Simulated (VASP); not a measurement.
# Nb (Pm-3m) in VASP: further runs, part 2 of 2

VASP 6.6.1.

## (4) Single point, PBEsol

This run uses another cell than the first one, of 19.32 Å³/atom, 1.250 times its volume.

INCAR

```
SYSTEM = Nb
PREC = Accurate ; ENCUT = 520
EDIFF = 1E-6 ; ISMEAR = -1
SIGMA = 0.1 ; LREAL = .FALSE.
LASPH = .TRUE. ; NELM = 80
ALGO = Normal ; ISIF = 2
LWAVE = .FALSE. ; LCHARG = .FALSE.
GGA = PS ; NBANDS = 12
```

KPOINTS

```
Automatic mesh
0
G
  14 14 14
  0 0 0
```

POSCAR

```
Nb
1.0
    2.6830891365      0.0000000000      0.0000000000
    0.0000000000      2.6830891365      0.0000000000
    0.0000000000      0.0000000000      2.6830891365
Nb
1
Direct
    0.0000000000      0.0000000000      0.0000000000
```

Potentials or basis: VASP PAW PBE potentials, release 64 (Nb_sv).

Command:

```sh
cat potpaw_PBE.64/Nb_sv/POTCAR > POTCAR
mpirun -np 1 vasp_std > vasp.out
```

OUTCAR:

```text
SYSTEM = Nb
   PREC = Accurate
   ENCUT = 520
   EDIFF = 1E-6
   ISMEAR = -1
   LREAL = .FALSE.
   LASPH = .TRUE.
   NELM = 80
   ISIF = 2
   GGA = PS

 ion  position               nearest neighbor table
   1  0.000  0.000  0.000-

  LATTYP: Found a simple cubic cell.
 ALAT       =     2.6830891365

  Lattice vectors:

 A1 = (   2.6830891365,   0.0000000000,   0.0000000000)
 A2 = (   0.0000000000,   2.6830891365,   0.0000000000)
 A3 = (   0.0000000000,   0.0000000000,   2.6830891365)

Analysis of symmetry for initial positions (statically):
=====================================================================
 Subroutine PRICEL returns:
 Original cell was already a primitive cell.

 Routine SETGRP: Setting up the symmetry group for a
 simple cubic supercell.

 Subroutine GETGRP returns: Found 48 space group operations
 (whereof 48 operations were pure point group operations)
 out of a pool of 48 trial point group operations.

The static configuration has the point symmetry O_h .

Analysis of symmetry for dynamics (positions and initial velocities):
=====================================================================
 Subroutine PRICEL returns:
 Original cell was already a primitive cell.

 Routine SETGRP: Setting up the symmetry group for a
 simple cubic supercell.

 Subroutine GETGRP returns: Found 48 space group operations
 (whereof 48 operations were pure point group operations)
 out of a pool of 48 trial point group operations.

The dynamic configuration has the point symmetry O_h .

 Subroutine INISYM returns: Found 48 space group operations
 (whereof 48 operations are pure point group operations),
 and found     1 'primitive' translations

----------------------------------------------------------------------------------------

                                     Primitive cell

  volume of cell :      19.3155

  direct lattice vectors                    reciprocal lattice vectors
     2.683089137  0.000000000  0.000000000     0.372704725  0.000000000  0.000000000
     0.000000000  2.683089137  0.000000000     0.000000000  0.372704725  0.000000000
     0.000000000  0.000000000  2.683089137     0.000000000  0.000000000  0.372704725

  length of vectors
     2.683089137  2.683089137  2.683089137     0.372704725  0.372704725  0.372704725

  position of ions in fractional coordinates (direct lattice)
     0.000000000  0.000000000  0.000000000

  ion indices of the primitive-cell ions
   primitive index   ion index
                 1           1

----------------------------------------------------------------------------------------

 KPOINTS: Automatic mesh

Automatic generation of k-mesh.
 Grid dimensions read from file:
 generate k-points for:   14   14   14

 Generating k-lattice:

  Cartesian coordinates                     Fractional coordinates (reciprocal lattice)
     0.026621766  0.000000000  0.000000000     0.071428571  0.000000000  0.000000000
     0.000000000  0.026621766  0.000000000     0.000000000  0.071428571  0.000000000
     0.000000000  0.000000000  0.026621766     0.000000000  0.000000000  0.071428571

  Length of vectors
     0.026621766  0.026621766  0.026621766

  Shift w.r.t. Gamma in fractional coordinates (k-lattice)
     0.000000000  0.000000000  0.000000000

 Subroutine IBZKPT returns following result:
 ===========================================

 Found    120 irreducible k-points:

 Following reciprocal coordinates:
            Coordinates               Weight
  0.000000  0.000000  0.000000      1.000000
  0.071429  0.000000  0.000000      6.000000
  0.142857  0.000000  0.000000      6.000000
  0.214286  0.000000  0.000000      6.000000
  0.285714  0.000000  0.000000      6.000000
  0.357143  0.000000  0.000000      6.000000
[... 16 lines left out ...]
  0.285714  0.214286  0.000000     24.000000
  0.357143  0.214286  0.000000     24.000000
 [... further k-points ...]
   k-points           NKPTS =    120   k-points in BZ     NKDIM =    120   number of bands    NBANDS=     12
   number of dos      NEDOS =    301   number of ions     NIONS =      1
   total plane-waves  NPLWV =   8000
   dimension x,y,z NGX =    20 NGY =   20 NGZ =   20
   dimension x,y,z NGXF=    40 NGYF=   40 NGZF=   40
   ions per type =               1
   NGX,Y,Z   is equivalent  to a cutoff of  12.39, 12.39, 12.39 a.u.
   NGXF,Y,Z  is equivalent  to a cutoff of  24.78, 24.78, 24.78 a.u.
 SYSTEM =  Nb
   PREC   = accura    normal or accurate (medium, high low for compatibility)
   ISTART =      0    job   : 0-new  1-cont  2-samecut
   ICHARG =      2    charge: 1-file 2-atom 10-const
   ISPIN  =      1    spin polarized calculation?
   LNONCOLLINEAR =      F non collinear calculations
   LSORBIT =      F    spin-orbit coupling
   LASPH  =      T    aspherical Exc in radial PAW
   ENCUT  =  520.0 eV  38.22 Ry    6.18 a.u.   4.99  4.99  4.99*2*pi/ulx,y,z
   NELM   =     80;   NELMIN=  2; NELMDL= -5     # of ELM steps
   EDIFF  = 0.1E-05   stopping-criterion for ELM
   LREAL  =      F    real-space projection
[... 7 lines left out ...]
   TEBEG  =    0.0;   TEEND  =   0.0 temperature during run
   PSTRESS=    0.0 pullay stress
   NELECT =      13.0000    total number of electrons
   NUPDOWN=      -1.0000    fix difference up-down
   EMIN   =  10.00;   EMAX   =-10.00  energy-range for DOS
   EFERMI =   0.00;   METHOD = LEGACY
   ISMEAR =    -1;   SIGMA  =   0.10  broadening in eV -4-tet -1-fermi 0-gaus
   EFERMI_NEDOS =   21; number of points for ismear=-14 and -15
   IALGO  =     38    algorithm
   IMIX   =      4    mixing-type and parameters
     AMIX     =   0.40;   BMIX     =  1.00
     AMIX_MAG =   1.60;   BMIX_MAG =  1.00
  volume/ion in A,a.u.               =      19.32       130.35
  Fermi-wavevector in a.u.,A,eV,Ry     =   1.434677  2.711147 28.004852  2.058299
  Thomas-Fermi vector in A             =   2.554059
   LORBIT       =      0    0 simple, 1 ext, 2 COOP (PROOUT), +10 PAW based schemes
   GGA     = PS    functional components
   LHFCALC =     F    Hartree Fock is set to
   AEXX    =    0.0000 exact exchange contribution
   IVDW    =     0    specifies the selected vdW correction
   LEPSILON=     F    determine dielectric tensor
   LRPA    =     F    only Hartree local field effects (RPA)
 non-spin polarized calculation
  energy-cutoff  :      520.00
  volume of cell :       19.32
 maximum number of plane-waves:       552
 NGX is ok and might be reduce to    20
   NGX =  9   NGY =  9   NGZ =  9

 number of electron      12.9999998 magnetization

 Free energy of the ion-electron system (eV)
  ---------------------------------------------------
  ext. energy  EPLUGINS =         0.00000000
  ---------------------------------------------------
  free energy    TOTEN  =        -9.94003828 eV

  energy without entropy =       -9.89823218  energy(sigma->0) =       -9.91913523

 E-fermi :  10.2068     XC(G=0): -12.1574

 val. band max:       10.1588758354   @ k =   0.4286   0.3571   0.2143
 cond. band min:      10.2133016853   @ k =   0.3571   0.0714   0.0000
 fundamental gap:      0.0544258499
 Fermi energy:        10.2067534245

 k-point     1 :       0.0000    0.0000    0.0000
  band No.  band energies     occupation
      1     -44.3762      2.00000
      2     -19.5923      2.00000
      3     -19.5923      2.00000
      4     -19.5923      2.00000
      5       4.4774      2.00000
      6       7.2583      2.00000
      7       7.2583      2.00000
      8      15.5417      0.00000
      9      15.5417      0.00000
     10      15.5417      0.00000
     11      25.1079      0.00000
     12      25.1079      0.00000

 k-point     2 :       0.0714    0.0000    0.0000
  band No.  band energies     occupation
      1     -44.3657      2.00000
      2     -19.6803      2.00000
      3     -19.5849      2.00000
      4     -19.5849      2.00000
      5       4.6305      2.00000
      6       7.2994      2.00000
      7       7.4329      2.00000
      8      15.2934      0.00000
      9      15.2934      0.00000
     10      15.5588      0.00000
     11      24.3755      0.00000
     12      25.4364      0.00000
[... 316 lines left out ...]
 k-point    24 :       0.3571    0.2143    0.0000
  band No.  band energies     occupation
      1     -44.1196      2.00000
      2     -20.8450      2.00000
      3     -20.1030      2.00000
      4     -19.4127      2.00000
      5       7.5086      2.00000
      6       8.5536      2.00000
      7      10.3718      0.32215
      8      12.8365      0.00000
      9      13.0870      0.00000
     10      14.3886      0.00000
     11      20.5883      0.00000
     12      25.0625      0.00000

 [... further k-points ...]

------------------------ aborting loop because EDIFF is reached ----------------------------------------

  FORCE on cell =-STRESS in cart. coord.  units (eV):
  Direction    XX          YY          ZZ          XY          YZ          ZX
  --------------------------------------------------------------------------------------
  -------------------------------------------------------------------------------------
  Total       -0.0176461     -0.0176461     -0.0176461      0.0000000      0.0000000     -0.0000000
  in kB       -1.4637068     -1.4637068     -1.4637068      0.0000000      0.0000000     -0.0000000
  external PRESSURE =      -1.4637068 kB  Pullay stress =       0.0000000 kB

 VOLUME and BASIS-vectors are now :
 -----------------------------------------------------------------------------
  energy-cutoff  :      520.00
  volume of cell :       19.32
      direct lattice vectors                 reciprocal lattice vectors
     2.683089137  0.000000000  0.000000000     0.372704725  0.000000000  0.000000000
     0.000000000  2.683089137  0.000000000     0.000000000  0.372704725  0.000000000
     0.000000000  0.000000000  2.683089137     0.000000000  0.000000000  0.372704725

 POSITION                                       TOTAL-FORCE (eV/Angst)
 -----------------------------------------------------------------------------------
      0.00000      0.00000      0.00000         0.000000      0.000000      0.000000
 -----------------------------------------------------------------------------------
    total drift:                               -0.000000     -0.000000     -0.000000

  FREE ENERGIE OF THE ION-ELECTRON SYSTEM (eV)
  ---------------------------------------------------
  free  energy   TOTEN  =        -9.9400382808 eV

  energy  without entropy=       -9.8982321752  energy(sigma->0) =       -9.91913523
```

stdout:

```text
POSCAR found type information on POSCAR Nb
 POSCAR found :  1 types and       1 ions
 scaLAPACK will be used
 -----------------------------------------------------------------------------
|                                                                             |
|                                                                             |
|     You enforced a specific xc type in the INCAR file but a different       |
|     I HOPE YOU KNOW WHAT YOU ARE DOING!                                     |
|                                                                             |
 -----------------------------------------------------------------------------

 LDA part: xc-table for (Slater+PW92), standard interpolation
 POSCAR, INCAR and KPOINTS ok, starting setup
 FFT: planning ... GRIDC
 FFT: planning ... GRID_SOFT
 FFT: planning ... GRID
 WAVECAR not read
 entering main loop
```

Wall time 13 s (1 thread of AMD EPYC 7R13 (Zen 3), shared host); peak memory 0.11 GiB.

Results:

| Quantity | Value |
| --- | --- |
| Free energy | -9.9400 eV |
| Pressure | -0.1 GPa |

Caveat: the PAW data sets were made with another functional, which shifts forces and pressure a little.

## (5) The runs side by side

```csv
cell,gap on the mesh (eV),pressure (GPa)
"a = 2.491 Å, 1 atom",none,48.8
"a = 2.590 Å, 1 atom",none,18.1
"a = 2.683 Å, 1 atom",none,-0.1
```

Alike in all rows: task single point; level PBEsol; potentials or basis VASP PAW PBE potentials, release 64 (Nb_sv); no spin polarisation; k mesh 14 × 14 × 14; cutoff (eV) 520; smearing fermi-dirac 0.1 eV.

Caveats: the PAW data sets were made with another functional, which shifts forces and pressure a little.

Absolute energies hang on the potentials; compare differences alone.
